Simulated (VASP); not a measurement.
# SnPb3O4 (P4mm) in VASP: further runs

SnPb3O4 is run at these levels: PBE; tasks: single point.

Everything below comes from runs of VASP 6.6.1. Logs are shortened: lines on timing, memory, paths and dates and some standing lists are left out, and cuts for length are marked.

**1. The cell of the first run**

It takes space group P4mm (No. 99, tetragonal). Conventional cell: a = 3.963 Å, b = 3.963 Å, c = 10.015 Å, α = 90.00°, β = 90.00°, γ = 90.00°. Sn (site symmetry 4mm) has 4 O at 2.30 Å within 3.0 Å. Within 3.0 Å of Pb (site symmetry 4mm) lie 4 O at 2.30 Å. Pb (site symmetry 4mm) has 4 O at 2.30 Å within 3.0 Å. Pb (site symmetry 4mm) has 4 O at 2.30 Å within 3.0 Å. O (site symmetry 2mm) has 2 Sn at 2.30 Å and 2 Pb at 2.30 Å and 4 O at 2.80 Å within 3.0 Å. Within 3.0 Å of O (site symmetry 2mm) lie 4 Pb at 2.30 Å and 4 O at 2.80 Å.

**2. Single point, PBE**

INCAR

```
PREC = Accurate
ENCUT = 520
EDIFF = 1E-6
ISMEAR = 0
SIGMA = 0.1
LREAL = F
LASPH = T
NELM = 60
ALGO = Normal
ISIF = 2
LWAVE = F
LCHARG = F
GGA = PE
NBANDS = 50
```

KPOINTS

```
regular mesh
0
Gamma
  4 4 2
```

POSCAR

```
SnPb3O4
1.0
    3.9630386300      0.0000000000      0.0000000000
    0.0000000000      3.9630386300      0.0000000000
    0.0000000000      0.0000000000     10.0152874100
Sn Pb O
1 3 4
Direct
    0.0000000000      0.0000000000      0.1175500000
    0.0000000000      0.0000000000      0.6175500000
    0.5000000000      0.5000000000      0.3824500000
    0.5000000000      0.5000000000      0.8824500000
    0.0000000000      0.5000000000      0.0000000000
    0.0000000000      0.5000000000      0.5000000000
    0.5000000000      0.0000000000      0.0000000000
    0.5000000000      0.0000000000      0.5000000000
```

Potentials or basis: VASP PAW PBE potentials, release 64 (Sn_d, Pb_d, O).

On the command line:

```
$ cat potpaw_PBE.64/Sn_d/POTCAR potpaw_PBE.64/Pb_d/POTCAR potpaw_PBE.64/O/POTCAR > POTCAR
$ mpirun -np 1 vasp_std > vasp.out
```

OUTCAR:

```text
PREC = Accurate
   ENCUT = 520
   EDIFF = 1E-6
   ISMEAR = 0
   LREAL = F
   LASPH = T
   NELM = 60
   ISIF = 2
   GGA = PE

 ion  position               nearest neighbor table
   1  0.000  0.000  0.118-   5 2.30   7 2.30   5 2.30   7 2.30   4 3.66   4 3.66   4 3.66   4 3.66
                             3 3.86   3 3.86   3 3.86   3 3.86
   2  0.000  0.000  0.618-   6 2.30   8 2.30   6 2.30   8 2.30   3 3.66   3 3.66   3 3.66   3 3.66
                             4 3.86   4 3.86   4 3.86   4 3.86
   3  0.500  0.500  0.382-   6 2.30   8 2.30   8 2.30   6 2.30   2 3.66   2 3.66   2 3.66   2 3.66
                             1 3.86   1 3.86   1 3.86   1 3.86
   4  0.500  0.500  0.882-   5 2.30   7 2.30   7 2.30   5 2.30   1 3.66   1 3.66   1 3.66   1 3.66
                             2 3.86   2 3.86   2 3.86   2 3.86
   5  0.000  0.500  0.000-   1 2.30   4 2.30   1 2.30   4 2.30
   6  0.000  0.500  0.500-   2 2.30   3 2.30   2 2.30   3 2.30
   7  0.500  0.000  0.000-   1 2.30   4 2.30   4 2.30   1 2.30
   8  0.500  0.000  0.500-   2 2.30   3 2.30   3 2.30   2 2.30

  LATTYP: Found a simple tetragonal cell.
 ALAT       =     3.9630386300
 C/A-ratio  =     2.5271738040

  Lattice vectors:

 A1 = (   3.9630386300,   0.0000000000,   0.0000000000)
 A2 = (   0.0000000000,   3.9630386300,   0.0000000000)
 A3 = (   0.0000000000,   0.0000000000,  10.0152874100)

Analysis of symmetry for initial positions (statically):
=====================================================================
 Subroutine PRICEL returns:
 Original cell was already a primitive cell.

 Routine SETGRP: Setting up the symmetry group for a
 simple tetragonal supercell.

 Subroutine GETGRP returns: Found  8 space group operations
 (whereof  8 operations were pure point group operations)
 out of a pool of 16 trial point group operations.

The static configuration has the point symmetry C_4v.

Analysis of symmetry for dynamics (positions and initial velocities):
=====================================================================
 Subroutine PRICEL returns:
 Original cell was already a primitive cell.

 Routine SETGRP: Setting up the symmetry group for a
 simple tetragonal supercell.

 Subroutine GETGRP returns: Found  8 space group operations
 (whereof  8 operations were pure point group operations)
 out of a pool of 16 trial point group operations.

The dynamic configuration has the point symmetry C_4v.

 Subroutine INISYM returns: Found  8 space group operations
 (whereof  8 operations are pure point group operations),
 and found     1 'primitive' translations

----------------------------------------------------------------------------------------

                                     Primitive cell

  volume of cell :     157.2969

  direct lattice vectors                    reciprocal lattice vectors
     3.963038630  0.000000000  0.000000000     0.252331631  0.000000000  0.000000000
     0.000000000  3.963038630  0.000000000     0.000000000  0.252331631  0.000000000
     0.000000000  0.000000000 10.015287410     0.000000000  0.000000000  0.099847359

  length of vectors
     3.963038630  3.963038630 10.015287410     0.252331631  0.252331631  0.099847359

  position of ions in fractional coordinates (direct lattice)
     0.000000000  0.000000000  0.117550000
     0.000000000  0.000000000  0.617550000
     0.500000000  0.500000000  0.382450000
     0.500000000  0.500000000  0.882450000
     0.000000000  0.500000000  0.000000000
     0.000000000  0.500000000  0.500000000
     0.500000000  0.000000000  0.000000000
     0.500000000  0.000000000  0.500000000

  ion indices of the primitive-cell ions
   primitive index   ion index
                 1           1
                 2           2
                 3           3
                 4           4
                 5           5
                 6           6
                 7           7
                 8           8

----------------------------------------------------------------------------------------

 KPOINTS: regular mesh

Automatic generation of k-mesh.
 Grid dimensions read from file:
 generate k-points for:    4    4    2

 Generating k-lattice:

  Cartesian coordinates                     Fractional coordinates (reciprocal lattice)
     0.063082908  0.000000000  0.000000000     0.250000000  0.000000000  0.000000000
     0.000000000  0.063082908  0.000000000     0.000000000  0.250000000  0.000000000
     0.000000000  0.000000000  0.049923680     0.000000000  0.000000000  0.500000000

  Length of vectors
     0.063082908  0.063082908  0.049923680

  Shift w.r.t. Gamma in fractional coordinates (k-lattice)
     0.000000000  0.000000000  0.000000000

 Subroutine IBZKPT returns following result:
 ===========================================

 Found     12 irreducible k-points:

 Following reciprocal coordinates:
            Coordinates               Weight
  0.000000  0.000000  0.000000      1.000000
  0.250000  0.000000  0.000000      4.000000
  0.500000  0.000000  0.000000      2.000000
  0.250000  0.250000  0.000000      4.000000
  0.500000  0.250000  0.000000      4.000000
  0.500000  0.500000  0.000000      1.000000
  0.000000  0.000000  0.500000      1.000000
  0.250000  0.000000  0.500000      4.000000
  0.500000  0.000000  0.500000      2.000000
  0.250000  0.250000  0.500000      4.000000
  0.500000  0.250000  0.500000      4.000000
  0.500000  0.500000  0.500000      1.000000
   k-points           NKPTS =     12   k-points in BZ     NKDIM =     12   number of bands    NBANDS=     50
   number of dos      NEDOS =    301   number of ions     NIONS =      8
   total plane-waves  NPLWV =  72000
   dimension x,y,z NGX =    30 NGY =   30 NGZ =   80
   dimension x,y,z NGXF=    60 NGYF=   60 NGZF=  160
   ions per type =               1   3   4
   NGX,Y,Z   is equivalent  to a cutoff of  12.58, 12.58, 13.28 a.u.
   NGXF,Y,Z  is equivalent  to a cutoff of  25.17, 25.17, 26.56 a.u.
 SYSTEM =  unknown system
   PREC   = accura    normal or accurate (medium, high low for compatibility)
   ISTART =      0    job   : 0-new  1-cont  2-samecut
   ICHARG =      2    charge: 1-file 2-atom 10-const
   ISPIN  =      1    spin polarized calculation?
   LNONCOLLINEAR =      F non collinear calculations
   LSORBIT =      F    spin-orbit coupling
   LASPH  =      T    aspherical Exc in radial PAW
   ENCUT  =  520.0 eV  38.22 Ry    6.18 a.u.   7.37  7.37 18.62*2*pi/ulx,y,z
   NELM   =     60;   NELMIN=  2; NELMDL= -5     # of ELM steps
   EDIFF  = 0.1E-05   stopping-criterion for ELM
   LREAL  =      F    real-space projection
   EDIFFG = 0.1E-04   stopping-criterion for IOM
   NSW    =      0    number of steps for IOM
   IBRION =     -1    ionic relax: 0-MD 1-quasi-New 2-CG
   NFREE  =      0    steps in history (QN), initial steepest desc. (CG)
   ISIF   =      2    stress and relaxation
   ISYM   =      2    0-nonsym 1-usesym 2-fastsym
   POTIM  = 0.5000    time-step for ionic-motion
   TEBEG  =    0.0;   TEEND  =   0.0 temperature during run
   PSTRESS=    0.0 pullay stress
   NELECT =      80.0000    total number of electrons
   NUPDOWN=      -1.0000    fix difference up-down
   EMIN   =  10.00;   EMAX   =-10.00  energy-range for DOS
   EFERMI =   0.00;   METHOD = LEGACY
   ISMEAR =     0;   SIGMA  =   0.10  broadening in eV -4-tet -1-fermi 0-gaus
   EFERMI_NEDOS =   21; number of points for ismear=-14 and -15
   IALGO  =     38    algorithm
   IMIX   =      4    mixing-type and parameters
     AMIX     =   0.40;   BMIX     =  1.00
     AMIX_MAG =   1.60;   BMIX_MAG =  1.00
  volume/ion in A,a.u.               =      19.66       132.69
  Fermi-wavevector in a.u.,A,eV,Ry     =   1.306767  2.469432 23.233852  1.707640
  Thomas-Fermi vector in A             =   2.437547
   LORBIT       =      0    0 simple, 1 ext, 2 COOP (PROOUT), +10 PAW based schemes
   GGA     = PE    functional components
   LHFCALC =     F    Hartree Fock is set to
   AEXX    =    0.0000 exact exchange contribution
   IVDW    =     0    specifies the selected vdW correction
   LEPSILON=     F    determine dielectric tensor
   LRPA    =     F    only Hartree local field effects (RPA)
 non-spin polarized calculation
 Gauss-broadening in eV      SIGMA  =   0.10
  energy-cutoff  :      520.00
  volume of cell :      157.30
 maximum number of plane-waves:      4286
 NGX is ok and might be reduce to    30
   NGX = 15   NGY = 15   NGZ = 37

 number of electron      79.9999990 magnetization

 Free energy of the ion-electron system (eV)
  ---------------------------------------------------
  ext. energy  EPLUGINS =         0.00000000
  ---------------------------------------------------
  free energy    TOTEN  =       -43.40113005 eV

  energy without entropy =      -43.40113005  energy(sigma->0) =      -43.40113005

 E-fermi :   5.7907     XC(G=0):  -9.8277

 val. band max:        5.3359649629   @ k =   0.0000   0.0000   0.0000
 cond. band min:       6.3955318824   @ k =   0.5000   0.5000   0.0000
 fundamental gap:      1.0595669196
 Fermi energy:         5.7907095635

 k-point     1 :       0.0000    0.0000    0.0000
  band No.  band energies     occupation
      1     -15.7161      2.00000
      2     -15.5398      2.00000
      3     -15.5383      2.00000
      4     -15.5383      2.00000
      5     -15.5282      2.00000
      6     -13.3943      2.00000
[... 42 lines left out ...]
     49      11.7739      0.00000
     50      11.7739      0.00000

 k-point     2 :       0.2500    0.0000    0.0000
  band No.  band energies     occupation
      1     -15.6930      2.00000
      2     -15.5862      2.00000
      3     -15.5449      2.00000
      4     -15.5374      2.00000
      5     -15.5162      2.00000
      6     -13.1757      2.00000
[... 522 lines left out ...]
 k-point    12 :       0.5000    0.5000    0.5000
  band No.  band energies     occupation
      1     -15.6491      2.00000
      2     -15.6491      2.00000
      3     -15.5615      2.00000
      4     -15.5347      2.00000
      5     -15.5018      2.00000
      6     -12.8168      2.00000
[... 42 lines left out ...]
     49      11.5890      0.00000
     50      11.6503      0.00000

------------------------ aborting loop because EDIFF is reached ----------------------------------------

  FORCE on cell =-STRESS in cart. coord.  units (eV):
  Direction    XX          YY          ZZ          XY          YZ          ZX
  --------------------------------------------------------------------------------------
  -------------------------------------------------------------------------------------
  Total        3.3018230      3.3018230      2.9652152      0.0000000     -0.0000000      0.0000000
  in kB       33.6313533     33.6313533     30.2027699      0.0000000     -0.0000000      0.0000000
  external PRESSURE =      32.4884922 kB  Pullay stress =       0.0000000 kB

 VOLUME and BASIS-vectors are now :
 -----------------------------------------------------------------------------
  energy-cutoff  :      520.00
  volume of cell :      157.30
      direct lattice vectors                 reciprocal lattice vectors
     3.963038630  0.000000000  0.000000000     0.252331631  0.000000000  0.000000000
     0.000000000  3.963038630  0.000000000     0.000000000  0.252331631  0.000000000
     0.000000000  0.000000000 10.015287410     0.000000000  0.000000000  0.099847359

 POSITION                                       TOTAL-FORCE (eV/Angst)
 -----------------------------------------------------------------------------------
      0.00000      0.00000      1.17730         0.000000     -0.000000     -0.839728
      0.00000      0.00000      6.18494         0.000000     -0.000000      0.459124
      1.98152      1.98152      3.83035         0.000000      0.000000     -0.813318
      1.98152      1.98152      8.83799         0.000000      0.000000     -0.668285
      0.00000      1.98152      0.00000         0.000000     -0.000000      0.787817
      0.00000      1.98152      5.00764        -0.000000     -0.000000      0.143287
      1.98152      0.00000      0.00000         0.000000     -0.000000      0.787817
      1.98152      0.00000      5.00764         0.000000     -0.000000      0.143287
 -----------------------------------------------------------------------------------
    total drift:                                0.000000      0.000000     -0.000046

  FREE ENERGIE OF THE ION-ELECTRON SYSTEM (eV)
  ---------------------------------------------------
  free  energy   TOTEN  =       -43.4011300547 eV

  energy  without entropy=      -43.4011300547  energy(sigma->0) =      -43.40113005
```

It took 90 s on 1 thread of Intel Xeon 6975P-C (Granite Rapids), shared host; peak memory 0.29 GiB.

What came out:

```yaml
Free_energy: -43.4011 eV
Pressure: 3.2 GPa
Largest_force: 0.840 eV/Å
Band_gap_on_the_k_mesh: 1.06 eV (least direct gap 1.90 eV)
```

Forces in eV/Å, atoms in the order of the input:
```
Sn   0.000  0.000 -0.840
Pb   0.000  0.000  0.459
Pb   0.000  0.000 -0.813
Pb   0.000  0.000 -0.668
O    0.000  0.000  0.788
O    0.000  0.000  0.143
O    0.000  0.000  0.788
O    0.000  0.000  0.143
```

Levels at points of the mesh, in eV from the valence-band top:
```
           k point  band 36  band 37  band 38  band 39  band 40  band 41  band 42  band 43  band 44  band 45
(0.00, 0.00, 0.00)    -1.79    -1.76    -1.76    -1.12     0.00     1.90     2.27     3.82     3.82     4.15
(0.50, 0.00, 0.00)    -3.08    -1.83    -1.75    -1.12    -1.02     2.88     2.98     3.23     3.55     5.78
(0.50, 0.50, 0.00)    -1.55    -1.48    -1.40    -1.12    -1.11     1.06     1.06     3.28     3.28     4.57
(0.00, 0.00, 0.50)    -1.79    -1.76    -1.76    -0.53    -0.29     1.91     1.99     4.25     4.25     4.52
(0.50, 0.00, 0.50)    -3.08    -1.54    -1.40    -1.34    -1.29     2.99     3.06     3.11     3.46     5.82
(0.50, 0.50, 0.50)    -1.64    -1.55    -1.40    -1.12    -1.11     1.79     1.79     1.96     1.96     5.40
```

Caveat: the cell stands under pressure; spin-orbit coupling is left out, which moves the levels of the heavy elements.

**3. Single point, PBE**

This run uses another cell than the first one, of 21.65 Å³/atom.

INCAR

```
SYSTEM = SnPb3O4
  PREC = Accurate
  ENCUT = 520
  EDIFF = 1E-6
  ISMEAR = 0
  SIGMA = 0.1
  LREAL = .False.
  LASPH = .True.
  NELM = 80
  ALGO = Normal
  ISIF = 2
  LWAVE = .False.
  LCHARG = .False.
  GGA = PE
  NBANDS = 50
```

KPOINTS

```
regular mesh
0
Gamma
  4 4 2
  0 0 0
```

POSCAR

```
SnPb3O4
1.0
    4.0062431914      0.0000000000      0.0000000000
    0.0000000000      4.0062431914      0.0000000000
    0.0000000000      0.0000000000     10.7906893523
Sn Pb O
1 3 4
Direct
    0.0000000000      0.0000000000      0.1081824309
    0.0000000000      0.0000000000      0.6062675496
    0.5000000000      0.5000000000      0.3824148735
    0.5000000000      0.5000000000      0.8933303283
    0.0000000000      0.5000000000      0.0081138721
    0.0000000000      0.5000000000      0.4967885367
    0.5000000000      0.0000000000      0.0081138721
    0.5000000000      0.0000000000      0.4967885367
```

Potentials or basis: VASP PAW PBE potentials, release 64 (Sn_d, Pb_d, O).

On the command line:

```
$ cat potpaw_PBE.64/Sn_d/POTCAR potpaw_PBE.64/Pb_d/POTCAR potpaw_PBE.64/O/POTCAR > POTCAR
$ mpirun -np 1 vasp_std > vasp.out
```

Wall time 69 s (1 thread of Intel Xeon 6975P-C (Granite Rapids), shared host); peak memory 0.31 GiB.

The run converged. Its results:

* Free energy: -43.5979 eV
* Pressure: 0.1 GPa
* Largest force: 0.065 eV/Å
* Band gap on the k mesh: 1.45 eV (least direct gap 1.74 eV)

Forces on the atoms (eV/Å):
```
Sn   0.000  0.000  0.061
Pb   0.000  0.000  0.056
Pb   0.000  0.000 -0.034
Pb   0.000  0.000 -0.065
O    0.000  0.000  0.001
O    0.000  0.000 -0.011
O    0.000  0.000  0.001
O    0.000  0.000 -0.011
```

Stress tensor (GPa, compression positive):
```
0.08 0.00 0.00
0.00 0.08 0.00
0.00 0.00 0.28
```

Levels at points of the mesh, in eV from the valence-band top:
```csv
k point,band 36,band 37,band 38,band 39,band 40,band 41,band 42,band 43,band 44,band 45
"(0.00, 0.00, 0.00)",-1.52,-1.43,-1.43,-1.02,0.00,1.74,1.97,4.19,4.19,4.22
"(0.50, 0.00, 0.00)",-2.66,-1.79,-1.41,-1.11,-0.79,2.53,2.78,3.18,3.37,5.63
"(0.50, 0.50, 0.00)",-1.64,-1.38,-1.15,-0.85,-0.80,1.45,1.45,3.45,3.45,4.02
"(0.00, 0.00, 0.50)",-1.52,-1.43,-1.43,-0.56,-0.33,1.68,1.91,4.48,4.50,4.50
"(0.50, 0.00, 0.50)",-2.66,-1.67,-1.20,-1.19,-0.97,2.57,2.83,3.11,3.32,5.87
"(0.50, 0.50, 0.50)",-1.64,-1.38,-1.20,-0.85,-0.80,1.98,1.98,2.23,2.23,5.09
```

Caveat: spin-orbit coupling is left out, which moves the levels of the heavy elements. A k mesh can miss the band edges.
